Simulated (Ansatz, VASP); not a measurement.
# NaI: VASP beside Ansatz

```xyz
2
Lattice="1.7125 4.2812 4.2812 4.2812 1.7125 4.2812 4.2812 4.2812 1.7125" Properties=species:S:1:pos:R:3 pbc="T T T"
Na    0.0000    0.0000    0.0000
I     5.1375    5.1375    5.1375
```

Alike in both runs: task single point; functional PBE; k mesh 8 × 8 × 8; occupations gaussian, width 0.05 eV; no spin polarisation.

```csv
,VASP,Ansatz
version,VASP 6.6.1,Ansatz 0.2.0
potentials or method,"VASP PAW PBE potentials, release 64 (Na_pv, I), cutoff 520 eV","scalar-relativistic, plane waves, PAW"
valence electrons in the cell,14,26
```

|  | VASP | Ansatz | Ansatz less VASP |
| --- | --- | --- | --- |
| gap on the k mesh at the Fermi level (eV) | none | none | - |
| pressure (GPa) | 1.4 | 1.4 | -0.01 |
| traceless stress, the component that is largest in VASP (GPa) | -4.73 | -4.74 | -0.004 |

A gap of «none» marks a metal or a gap that the smearing closes. With one functional, cell and mesh, what is left measures potentials, basis and numerics. VASP's potentials hold 14 valence electrons a cell and Ansatz's 26, so a difference there can come from the potentials and not from the codes.

Neither program's run includes spin-orbit coupling.
